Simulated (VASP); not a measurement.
# TiB2 (P4_2/mnm) in VASP: relaxation of cell and atoms with PBE

Aim: the relaxation of cell and atoms of TiB2 with PBE.

Program: VASP 6.6.1. These are calculated values, not measurements. Logs are shortened: lines on timing, memory, paths and dates and some standing lists are left out, and cuts for length are marked.

## 1. The cell of the first run

It takes space group P4_2/mnm (No. 136, tetragonal). Conventional cell: a = 4.140 Å, b = 4.140 Å, c = 4.318 Å, α = 90.00°, β = 90.00°, γ = 90.00°. Within 2.9 Å of Ti (site symmetry mmm) lie 6 B at 2.15 to 2.29 Å. Within 2.1 Å of B (site symmetry m2m) lie 1 B at 1.55 Å.

## 2. Relaxation of cell and atoms, PBE

INCAR

```
SYSTEM = TiB2
PREC = Accurate
ENCUT = 600
EDIFF = 1E-6
ISMEAR = 0
SIGMA = 0.1
LREAL = .False.
LASPH = .True.
NELM = 80
ALGO = Normal
ISIF = 3
LWAVE = .False.
LCHARG = .False.
GGA = PE
IBRION = 2
NSW = 80
EDIFFG = -0.02
```

KPOINTS

```
Automatic mesh
0
Gamma
  11 11 10
  0 0 0
```

POSCAR

```
TiB2
1.0
    4.1396805778      0.0000000000      0.0000000000
    0.0000000000      4.1396805778      0.0000000000
    0.0000000000      0.0000000000      4.3175270893
Ti B
2 4
Direct
    0.0000000000      0.0000000000      0.0000000000
    0.5000000000      0.5000000000      0.5000000000
    0.3679859752      0.3679859752      0.0000000000
    0.1320140248      0.8679859752      0.5000000000
    0.6320140248      0.6320140248      0.0000000000
    0.8679859752      0.1320140248      0.5000000000
```

Potentials or basis: VASP PAW PBE potentials, release 64 (Ti_sv, B).

The run is started by

```console
> cat potpaw_PBE.64/Ti_sv/POTCAR potpaw_PBE.64/B/POTCAR > POTCAR
> mpirun -np 1 vasp_std > vasp.out
```

OUTCAR:

```text
SYSTEM = TiB2
   PREC = Accurate
   ENCUT = 600
   EDIFF = 1E-6
   ISMEAR = 0
   LREAL = .False.
   LASPH = .True.
   NELM = 80
   ISIF = 3
   GGA = PE
   IBRION = 2
   NSW = 80
   EDIFFG = -0.02

 ion  position               nearest neighbor table
   1  0.000  0.000  0.000-   3 2.15   5 2.15   4 2.29   6 2.29   4 2.29   6 2.29
   2  0.500  0.500  0.500-   4 2.15   6 2.15   5 2.29   3 2.29   3 2.29   5 2.29
   3  0.368  0.368  0.000-   5 1.55   1 2.15   2 2.29   2 2.29
   4  0.132  0.868  0.500-   6 1.55   2 2.15   1 2.29   1 2.29
   5  0.632  0.632  0.000-   3 1.55   1 2.15   2 2.29   2 2.29
   6  0.868  0.132  0.500-   4 1.55   2 2.15   1 2.29   1 2.29

  LATTYP: Found a simple tetragonal cell.
 ALAT       =     4.1396805778
 C/A-ratio  =     1.0429614093

  Lattice vectors:

 A1 = (   4.1396805778,   0.0000000000,   0.0000000000)
 A2 = (   0.0000000000,   4.1396805778,   0.0000000000)
 A3 = (   0.0000000000,   0.0000000000,   4.3175270893)

Analysis of symmetry for initial positions (statically):
=====================================================================
 Subroutine PRICEL returns:
 Original cell was already a primitive cell.

 Routine SETGRP: Setting up the symmetry group for a
 simple tetragonal supercell.

 Subroutine GETGRP returns: Found 16 space group operations
 (whereof  8 operations were pure point group operations)
 out of a pool of 16 trial point group operations.

The static configuration has the point symmetry D_2h.
 The point group associated with its full space group is D_4h.

Analysis of symmetry for dynamics (positions and initial velocities):
=====================================================================
 Subroutine PRICEL returns:
 Original cell was already a primitive cell.

 Routine SETGRP: Setting up the symmetry group for a
 simple tetragonal supercell.

 Subroutine GETGRP returns: Found 16 space group operations
 (whereof  8 operations were pure point group operations)
 out of a pool of 16 trial point group operations.

The dynamic configuration has the point symmetry D_2h.
 The point group associated with its full space group is D_4h.

 Subroutine INISYM returns: Found 16 space group operations
 (whereof  8 operations are pure point group operations),
 and found     1 'primitive' translations

----------------------------------------------------------------------------------------

                                     Primitive cell

  volume of cell :      73.9893

  direct lattice vectors                    reciprocal lattice vectors
     4.139680578  0.000000000  0.000000000     0.241564532  0.000000000  0.000000000
     0.000000000  4.139680578  0.000000000     0.000000000  0.241564532  0.000000000
     0.000000000  0.000000000  4.317527089     0.000000000  0.000000000  0.231614065

  length of vectors
     4.139680578  4.139680578  4.317527089     0.241564532  0.241564532  0.231614065

  position of ions in fractional coordinates (direct lattice)
     0.000000000  0.000000000  0.000000000
     0.500000000  0.500000000  0.500000000
     0.367985975  0.367985975  0.000000000
     0.132014025  0.867985975  0.500000000
     0.632014025  0.632014025  0.000000000
     0.867985975  0.132014025  0.500000000

  ion indices of the primitive-cell ions
   primitive index   ion index
                 1           1
                 2           2
                 3           3
                 4           4
                 5           5
                 6           6

----------------------------------------------------------------------------------------

 KPOINTS: Automatic mesh

Automatic generation of k-mesh.
 Grid dimensions read from file:
 generate k-points for:   11   11   10

 Generating k-lattice:

  Cartesian coordinates                     Fractional coordinates (reciprocal lattice)
     0.021960412  0.000000000  0.000000000     0.090909091  0.000000000  0.000000000
     0.000000000  0.021960412  0.000000000     0.000000000  0.090909091  0.000000000
     0.000000000  0.000000000  0.023161407     0.000000000  0.000000000  0.100000000

  Length of vectors
     0.021960412  0.021960412  0.023161407

  Shift w.r.t. Gamma in fractional coordinates (k-lattice)
     0.000000000  0.000000000  0.000000000

 Subroutine IBZKPT returns following result:
 ===========================================

 Found    126 irreducible k-points:

 Following reciprocal coordinates:
            Coordinates               Weight
  0.000000  0.000000  0.000000      1.000000
  0.090909  0.000000  0.000000      4.000000
  0.181818  0.000000  0.000000      4.000000
  0.272727  0.000000  0.000000      4.000000
  0.363636  0.000000  0.000000      4.000000
  0.454545  0.000000  0.000000      4.000000
[... 16 lines left out ...]
  0.090909  0.000000  0.100000      8.000000
  0.181818  0.000000  0.100000      8.000000
 [... further k-points ...]
   k-points           NKPTS =    126   k-points in BZ     NKDIM =    126   number of bands    NBANDS=     22
   number of dos      NEDOS =    301   number of ions     NIONS =      6
   total plane-waves  NPLWV =  46656
   dimension x,y,z NGX =    36 NGY =   36 NGZ =   36
   dimension x,y,z NGXF=    72 NGYF=   72 NGZF=   72
   ions per type =               2   4
   NGX,Y,Z   is equivalent  to a cutoff of  14.46, 14.46, 13.86 a.u.
   NGXF,Y,Z  is equivalent  to a cutoff of  28.91, 28.91, 27.72 a.u.
 SYSTEM =  TiB2
   PREC   = accura    normal or accurate (medium, high low for compatibility)
   ISTART =      0    job   : 0-new  1-cont  2-samecut
   ICHARG =      2    charge: 1-file 2-atom 10-const
   ISPIN  =      1    spin polarized calculation?
   LNONCOLLINEAR =      F non collinear calculations
   LSORBIT =      F    spin-orbit coupling
   LASPH  =      T    aspherical Exc in radial PAW
   ENCUT  =  600.0 eV  44.10 Ry    6.64 a.u.   8.27  8.27  8.62*2*pi/ulx,y,z
   NELM   =     80;   NELMIN=  2; NELMDL= -5     # of ELM steps
   EDIFF  = 0.1E-05   stopping-criterion for ELM
   LREAL  =      F    real-space projection
   EDIFFG = -.2E-01   stopping-criterion for IOM
   NSW    =     80    number of steps for IOM
   IBRION =      2    ionic relax: 0-MD 1-quasi-New 2-CG
   NFREE  =      1    steps in history (QN), initial steepest desc. (CG)
   ISIF   =      3    stress and relaxation
   ISYM   =      2    0-nonsym 1-usesym 2-fastsym
   POTIM  = 0.5000    time-step for ionic-motion
   TEBEG  =    0.0;   TEEND  =   0.0 temperature during run
   PSTRESS=    0.0 pullay stress
   NELECT =      36.0000    total number of electrons
   NUPDOWN=      -1.0000    fix difference up-down
   EMIN   =  10.00;   EMAX   =-10.00  energy-range for DOS
   EFERMI =   0.00;   METHOD = LEGACY
   ISMEAR =     0;   SIGMA  =   0.10  broadening in eV -4-tet -1-fermi 0-gaus
   EFERMI_NEDOS =   21; number of points for ismear=-14 and -15
   IALGO  =     38    algorithm
   IMIX   =      4    mixing-type and parameters
     AMIX     =   0.40;   BMIX     =  1.00
     AMIX_MAG =   1.60;   BMIX_MAG =  1.00
  volume/ion in A,a.u.               =      12.33        83.22
  Fermi-wavevector in a.u.,A,eV,Ry     =   1.287615  2.433240 22.557818  1.657953
  Thomas-Fermi vector in A             =   2.419619
   LORBIT       =      0    0 simple, 1 ext, 2 COOP (PROOUT), +10 PAW based schemes
   GGA     = PE    functional components
   LHFCALC =     F    Hartree Fock is set to
   AEXX    =    0.0000 exact exchange contribution
   IVDW    =     0    specifies the selected vdW correction
   LEPSILON=     F    determine dielectric tensor
   LRPA    =     F    only Hartree local field effects (RPA)
 conjugate gradient relaxation of ions
 non-spin polarized calculation
 Gauss-broadening in eV      SIGMA  =   0.10
  energy-cutoff  :      600.00
  volume of cell :       73.99
 maximum number of plane-waves:      2494
 NGX is ok and might be reduce to    36
   NGX = 17   NGY = 17   NGZ = 17

 number of electron      36.0000008 magnetization

 Free energy of the ion-electron system (eV)
  ---------------------------------------------------
  ext. energy  EPLUGINS =         0.00000000
  ---------------------------------------------------
  free energy    TOTEN  =       -39.09569396 eV

  energy without entropy =      -39.08398181  energy(sigma->0) =      -39.08983789

 E-fermi :   5.5895     XC(G=0): -10.8857

 val. band max:        5.5880891804   @ k =   0.4545   0.4545   0.0000
 cond. band min:       5.5943407841   @ k =   0.1818   0.0909   0.5000
 fundamental gap:      0.0062516038
 Fermi energy:         5.5895233576

 k-point     1 :       0.0000    0.0000    0.0000
  band No.  band energies     occupation
      1     -51.3964      2.00000
      2     -51.3867      2.00000
      3     -27.8314      2.00000
      4     -27.8314      2.00000
      5     -27.5941      2.00000
      6     -27.5941      2.00000
[... 14 lines left out ...]
     21       6.7063      0.00000
     22       6.9415      0.00000

 k-point     2 :       0.0909    0.0000    0.0000
  band No.  band energies     occupation
      1     -51.3962      2.00000
      2     -51.3869      2.00000
      3     -27.8316      2.00000
      4     -27.8314      2.00000
      5     -27.5947      2.00000
      6     -27.5946      2.00000
[... 14 lines left out ...]
     21       6.8027      0.00000
     22       6.8044      0.00000

 k-point     3 :       0.1818    0.0000    0.0000
  band No.  band energies     occupation
      1     -51.3955      2.00000
      2     -51.3874      2.00000
      3     -27.8321      2.00000
      4     -27.8317      2.00000
      5     -27.5963      2.00000
      6     -27.5959      2.00000
[... 14 lines left out ...]
     21       6.5625      0.00000
     22       7.0297      0.00000
[... 476 lines left out ...]
 k-point    23 :       0.0909    0.0000    0.1000
  band No.  band energies     occupation
      1     -51.3959      2.00000
      2     -51.3871      2.00000
      3     -27.8314      2.00000
      4     -27.8313      2.00000
      5     -27.5949      2.00000
      6     -27.5948      2.00000
[... 14 lines left out ...]
     21       6.7045      0.00000
     22       6.7834      0.00000

 k-point    24 :       0.1818    0.0000    0.1000
  band No.  band energies     occupation
      1     -51.3953      2.00000
      2     -51.3876      2.00000
      3     -27.8320      2.00000
      4     -27.8316      2.00000
      5     -27.5966      2.00000
      6     -27.5963      2.00000
[... 14 lines left out ...]
     21       6.5990      0.00000
     22       6.9725      0.00000

 [... further k-points ...]
[... 5 lines left out ...]
  --------------------------------------------------------------------------------------
  -------------------------------------------------------------------------------------
  Total       -0.0075300     -0.0075300      0.0366681      0.0000000      0.0000000      0.0000000
  in kB       -0.1630569     -0.1630569      0.7940177      0.0000000      0.0000000      0.0000000
  external PRESSURE =       0.1559680 kB  Pullay stress =       0.0000000 kB

 VOLUME and BASIS-vectors are now :
 -----------------------------------------------------------------------------
  energy-cutoff  :      600.00
  volume of cell :       73.99
      direct lattice vectors                 reciprocal lattice vectors
     4.139680578  0.000000000  0.000000000     0.241564532  0.000000000  0.000000000
     0.000000000  4.139680578  0.000000000     0.000000000  0.241564532  0.000000000
     0.000000000  0.000000000  4.317527089     0.000000000  0.000000000  0.231614065

 POSITION                                       TOTAL-FORCE (eV/Angst)
 -----------------------------------------------------------------------------------
      0.00000      0.00000      0.00000         0.000000      0.000000     -0.000000
      2.06984      2.06984      2.15876         0.000000      0.000000     -0.000000
      1.52334      1.52334      0.00000        -0.006512     -0.006512     -0.000000
      0.54650      3.59318      2.15876         0.006512     -0.006512     -0.000000
      2.61634      2.61634      0.00000         0.006512      0.006512      0.000000
      3.59318      0.54650      2.15876        -0.006512      0.006512      0.000000
 -----------------------------------------------------------------------------------
    total drift:                                0.000000      0.000000      0.000000

  FREE ENERGIE OF THE ION-ELECTRON SYSTEM (eV)
  ---------------------------------------------------
  free  energy   TOTEN  =       -39.0956939602 eV

  energy  without entropy=      -39.0839818139  energy(sigma->0) =      -39.08983789

 reached required accuracy - stopping structural energy minimisation
```

Wall time 7.8 min (1 thread of Intel Xeon 8259CL, shared host); peak memory 0.36 GiB.

Results:

| Property | Result |
| --- | --- |
| Free energy | -39.0957 eV |
| Pressure after relaxing | 0.0 GPa |
| Largest force after relaxing | 0.009 eV/Å |
| Band gap on the k mesh | zero (band 18 reaches 5.97 eV, above the bottom of band 19 at 3.97 eV) |

Forces on the atoms (eV/Å):
```
Ti   0.000  0.000  0.000
Ti   0.000  0.000  0.000
B   -0.007 -0.007  0.000
B    0.007 -0.007  0.000
B    0.007  0.007  0.000
B   -0.007  0.007  0.000
```

Final structure:
```
Ti B
1.0
     4.13968    0.00000    0.00000
     0.00000    4.13968    0.00000
     0.00000    0.00000    4.31753
Ti B
2 4
Direct
  0.00000 0.00000 0.00000
  0.50000 0.50000 0.50000
  0.36799 0.36799 0.00000
  0.13201 0.86799 0.50000
  0.63201 0.63201 0.00000
  0.86799 0.13201 0.50000
```

Levels at points of the mesh, in eV from the Fermi level:
```tsv
k point	band 14	band 15	band 16	band 17	band 18	band 19	band 20	band 21	band 22
(0.00, 0.00, 0.00)	-2.54	-2.51	-2.51	-0.94	-0.94	0.70	1.12	1.12	1.35
(0.00, 0.00, 0.50)	-2.67	-2.23	-2.23	-1.87	-1.87	-1.15	-1.15	1.16	1.16
```

Caveat: the relaxation stopped at its first step, so nothing moved.
